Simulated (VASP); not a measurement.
# Ge (P2_12_12_1) in VASP: single point with PBEsol

Aim: the single point of Ge with PBEsol.

Program: VASP 6.6.1. These are calculated values, not measurements. Logs are shortened: lines on timing, memory, paths and dates and some standing lists are left out, and cuts for length are marked.

## Step 1: The cell of the first run

Symmetry: P2_12_12_1, No. 19, orthorhombic system. Conventional cell: a = 4.013 Å, b = 4.013 Å, c = 5.676 Å, α = 90.00°, β = 90.00°, γ = 90.00°. Within 3.2 Å of Ge (site symmetry 1) lie 4 Ge at 2.46 to 2.48 Å.

## Step 2: Single point, PBEsol (mode 4 frozen in at -0.157 Å and mode 12 at +0.000 Å (largest displacements))

INCAR reads:

```
SYSTEM = Ge
  PREC = Accurate
  ENCUT = 520
  EDIFF = 1E-7
  ISMEAR = 0
  SIGMA = 0.15
  LREAL = .FALSE.
  LASPH = .TRUE.
  NELM = 60
  ALGO = Normal
  ISIF = 2
  LWAVE = .FALSE.
  LCHARG = .FALSE.
  GGA = PS
  NBANDS = 36
```

KPOINTS reads:

```
regular mesh
0
G
  12 12 8
  0 0 0
```

POSCAR reads:

```
Ge
1.0
    0.0000000000     -2.8378616867     -2.8378616867
    0.0000000000      2.8378616867     -2.8378616867
    5.6757233734      0.0000000000      0.0000000000
Ge
4
Direct
    0.5388550408      0.4961556276      0.0000000000
   -0.0388550408      0.0038443724      0.5000000000
    0.0388550408      0.5038443724      0.2500000000
    0.4611449592     -0.0038443724      0.7500000000
```

Potentials or basis: VASP PAW PBE potentials, release 64 (Ge_d).

Command:

```console
$ cat potpaw_PBE.64/Ge_d/POTCAR > POTCAR
$ mpirun -np 1 vasp_std > vasp.out
```

OUTCAR:

```text
SYSTEM = Ge
   PREC = Accurate
   ENCUT = 520
   EDIFF = 1E-7
   ISMEAR = 0
   LREAL = .FALSE.
   LASPH = .TRUE.
   NELM = 60
   ISIF = 2
   GGA = PS

 ion  position               nearest neighbor table
   1  0.539  0.496  0.000-   3 2.46   3 2.46   4 2.48   4 2.48
   2  0.961  0.004  0.500-   4 2.46   4 2.46   3 2.48   3 2.48
   3  0.039  0.504  0.250-   1 2.46   1 2.46   2 2.48   2 2.48
   4  0.461  0.996  0.750-   2 2.46   2 2.46   1 2.48   1 2.48

  LATTYP: Found a simple tetragonal cell.
 ALAT       =     4.0133424855
 C/A-ratio  =     1.4142135624

  Lattice vectors:

 A1 = (   0.0000000000,  -2.8378616867,  -2.8378616867)
 A2 = (   0.0000000000,   2.8378616867,  -2.8378616867)
 A3 = (   5.6757233734,   0.0000000000,   0.0000000000)

Analysis of symmetry for initial positions (statically):
=====================================================================
 Subroutine PRICEL returns:
 Original cell was already a primitive cell.

 Routine SETGRP: Setting up the symmetry group for a
 simple tetragonal supercell.

 Subroutine GETGRP returns: Found  4 space group operations
 (whereof  1 operations were pure point group operations)
 out of a pool of 16 trial point group operations.

The static configuration has the point symmetry C_1 .
 The point group associated with its full space group is D_2 .

Analysis of symmetry for dynamics (positions and initial velocities):
=====================================================================
 Subroutine PRICEL returns:
 Original cell was already a primitive cell.

 Routine SETGRP: Setting up the symmetry group for a
 simple tetragonal supercell.

 Subroutine GETGRP returns: Found  4 space group operations
 (whereof  1 operations were pure point group operations)
 out of a pool of 16 trial point group operations.

The dynamic configuration has the point symmetry C_1 .
 The point group associated with its full space group is D_2 .

 Subroutine INISYM returns: Found  4 space group operations
 (whereof  1 operations are pure point group operations),
 and found     1 'primitive' translations

----------------------------------------------------------------------------------------

                                     Primitive cell

  volume of cell :      91.4184

  direct lattice vectors                    reciprocal lattice vectors
     0.000000000 -2.837861687 -2.837861687     0.000000000 -0.176188996 -0.176188996
[... 85 lines left out ...]
   LNONCOLLINEAR =      F non collinear calculations
   LSORBIT =      F    spin-orbit coupling
   LASPH  =      T    aspherical Exc in radial PAW
   ENCUT  =  520.0 eV  38.22 Ry    6.18 a.u.   7.46  7.46 10.55*2*pi/ulx,y,z
   NELM   =     60;   NELMIN=  2; NELMDL= -5     # of ELM steps
   EDIFF  = 0.1E-06   stopping-criterion for ELM
   LREAL  =      F    real-space projection
   EDIFFG = 0.1E-05   stopping-criterion for IOM
   NSW    =      0    number of steps for IOM
   IBRION =     -1    ionic relax: 0-MD 1-quasi-New 2-CG
   NFREE  =      0    steps in history (QN), initial steepest desc. (CG)
   ISIF   =      2    stress and relaxation
   ISYM   =      2    0-nonsym 1-usesym 2-fastsym
   POTIM  = 0.5000    time-step for ionic-motion
   TEBEG  =    0.0;   TEEND  =   0.0 temperature during run
   PSTRESS=    0.0 pullay stress
   NELECT =      56.0000    total number of electrons
   NUPDOWN=      -1.0000    fix difference up-down
   EMIN   =  10.00;   EMAX   =-10.00  energy-range for DOS
   EFERMI =   0.00;   METHOD = LEGACY
   ISMEAR =     0;   SIGMA  =   0.15  broadening in eV -4-tet -1-fermi 0-gaus
   EFERMI_NEDOS =   21; number of points for ismear=-14 and -15
   IALGO  =     38    algorithm
   IMIX   =      4    mixing-type and parameters
     AMIX     =   0.40;   BMIX     =  1.00
     AMIX_MAG =   1.60;   BMIX_MAG =  1.00
  volume/ion in A,a.u.               =      22.85       154.23
  Fermi-wavevector in a.u.,A,eV,Ry     =   1.390357  2.627393 26.301316  1.933092
  Thomas-Fermi vector in A             =   2.514300
   LORBIT       =      0    0 simple, 1 ext, 2 COOP (PROOUT), +10 PAW based schemes
   GGA     = PS    functional components
   LHFCALC =     F    Hartree Fock is set to
   AEXX    =    0.0000 exact exchange contribution
   IVDW    =     0    specifies the selected vdW correction
   LEPSILON=     F    determine dielectric tensor
   LRPA    =     F    only Hartree local field effects (RPA)
 non-spin polarized calculation
 Gauss-broadening in eV      SIGMA  =   0.15
  energy-cutoff  :      520.00
  volume of cell :       91.42
 maximum number of plane-waves:      2488
 NGX is ok and might be reduce to    30
   NGX = 15   NGY = 15   NGZ = 21

 number of electron      55.9999988 magnetization

 Free energy of the ion-electron system (eV)
  ---------------------------------------------------
  ext. energy  EPLUGINS =         0.00000000
  ---------------------------------------------------
  free energy    TOTEN  =       -19.67763509 eV

  energy without entropy =      -19.67644053  energy(sigma->0) =      -19.67703781

 E-fermi :   4.8139     XC(G=0): -10.1013

 val. band max:        4.8088771811   @ k =   0.5000   0.0000   0.5000
 cond. band min:       4.8151499363   @ k =   0.0000   0.0000   0.0000
 fundamental gap:      0.0062727552
 Fermi energy:         4.8139141824

 k-point     1 :       0.0000    0.0000    0.0000
  band No.  band energies     occupation
      1     -20.0135      2.00000
      2     -20.0046      2.00000
      3     -20.0002      2.00000
      4     -19.9773      2.00000
      5     -19.9738      2.00000
      6     -19.9440      2.00000
[... 925 lines left out ...]
     35      10.7327      0.00000
     36      10.7327      0.00000

 [... further k-points ...]
[... 5 lines left out ...]
  --------------------------------------------------------------------------------------
  -------------------------------------------------------------------------------------
  Total       -0.2636580     -0.2664259     -0.2664259      0.0000000      0.1813189      0.0000000
  in kB       -4.6208082     -4.6693174     -4.6693174      0.0000000      3.1777518      0.0000000
  external PRESSURE =      -4.6531477 kB  Pullay stress =       0.0000000 kB

 VOLUME and BASIS-vectors are now :
 -----------------------------------------------------------------------------
  energy-cutoff  :      520.00
  volume of cell :       91.42
      direct lattice vectors                 reciprocal lattice vectors
     0.000000000 -2.837861687 -2.837861687     0.000000000 -0.176188996 -0.176188996
     0.000000000  2.837861687 -2.837861687     0.000000000  0.176188996 -0.176188996
     5.675723373  0.000000000  0.000000000     0.176188996  0.000000000  0.000000000

 POSITION                                       TOTAL-FORCE (eV/Angst)
 -----------------------------------------------------------------------------------
      0.00000     -0.12118     -2.93722        -0.179646      0.181562      0.157273
      2.83786     -2.71669     -2.73851        -0.179646     -0.181562     -0.157273
      1.41893      1.31958     -1.54011         0.179646      0.157273      0.181562
      4.25679      1.51829     -4.13562         0.179646     -0.157273     -0.181562
 -----------------------------------------------------------------------------------
    total drift:                                0.000000     -0.000001      0.000001

  FREE ENERGIE OF THE ION-ELECTRON SYSTEM (eV)
  ---------------------------------------------------
  free  energy   TOTEN  =       -19.6776350890 eV

  energy  without entropy=      -19.6764405294  energy(sigma->0) =      -19.67703781
```

OSZICAR:

```text
N       E                     dE             d eps       ncg     rms          rms(c)
DAV:   1     0.495864380344E+03    0.49586E+03   -0.28201E+04 20536   0.429E+03
DAV:   2     0.670423237554E+02   -0.42882E+03   -0.41780E+03 17648   0.812E+02
DAV:   3    -0.151825730081E+02   -0.82225E+02   -0.81084E+02 19048   0.207E+02
DAV:   4    -0.198675865301E+02   -0.46850E+01   -0.46681E+01 20720   0.575E+01
DAV:   5    -0.199615393327E+02   -0.93953E-01   -0.93928E-01 19676   0.918E+00    0.448E+00
DAV:   6    -0.197676123115E+02    0.19393E+00   -0.96269E-02 21136   0.295E+00    0.254E+00
DAV:   7    -0.196750211531E+02    0.92591E-01   -0.13754E-01 18792   0.289E+00    0.205E-01
DAV:   8    -0.196772209634E+02   -0.21998E-02   -0.18744E-02 19904   0.158E+00    0.105E-01
DAV:   9    -0.196775986688E+02   -0.37771E-03   -0.52839E-04 21252   0.169E-01    0.336E-02
DAV:  10    -0.196776283885E+02   -0.29720E-04   -0.91075E-05 23060   0.129E-01    0.117E-02
DAV:  11    -0.196776347178E+02   -0.63294E-05   -0.84631E-06 18824   0.178E-02    0.268E-03
DAV:  12    -0.196776351321E+02   -0.41422E-06   -0.89667E-07 16972   0.530E-03    0.841E-04
DAV:  13    -0.196776350890E+02    0.43046E-07   -0.10015E-07 12816   0.310E-03
   1 F= -.19677635E+02 E0= -.19677038E+02  d E =-.119456E-02
```

stdout:

```text
POSCAR found type information on POSCAR Ge
 POSCAR found :  1 types and       4 ions
 scaLAPACK will be used
 -----------------------------------------------------------------------------
|                                                                             |
|                                                                             |
|     You enforced a specific xc type in the INCAR file but a different       |
|     I HOPE YOU KNOW WHAT YOU ARE DOING!                                     |
|                                                                             |
 -----------------------------------------------------------------------------

 LDA part: xc-table for (Slater+PW92), standard interpolation
 POSCAR, INCAR and KPOINTS ok, starting setup
 FFT: planning ... GRIDC
 FFT: planning ... GRID_SOFT
 FFT: planning ... GRID
 WAVECAR not read
 entering main loop
```

It took 9.7 min on 1 thread of Intel Xeon Platinum 8488C (Sapphire Rapids), shared host; peak memory 0.6 GiB.

Results:

```
Free energy            : -19.6776 eV
Pressure               : -0.5 GPa
Largest force          : 0.300 eV/Å
Band gap on the k mesh : zero (band 28 reaches 4.85 eV, above the bottom of band 29 at 4.81 eV)
```

Forces on the atoms (eV/Å):
```
Ge  -0.180  0.182  0.157
Ge  -0.180 -0.182 -0.157
Ge   0.180  0.157  0.182
Ge   0.180 -0.157 -0.182
```

Stress tensor (GPa, compression positive):
```
-0.46  0.00  0.00
 0.00 -0.47  0.32
 0.00  0.32 -0.47
```

Caveat: the cell differs from its parent crystal (mode 4 frozen in at -0.157 Å and mode 12 at +0.000 Å (largest displacements)); the PAW data sets were made with another functional, which shifts forces and pressure a little.
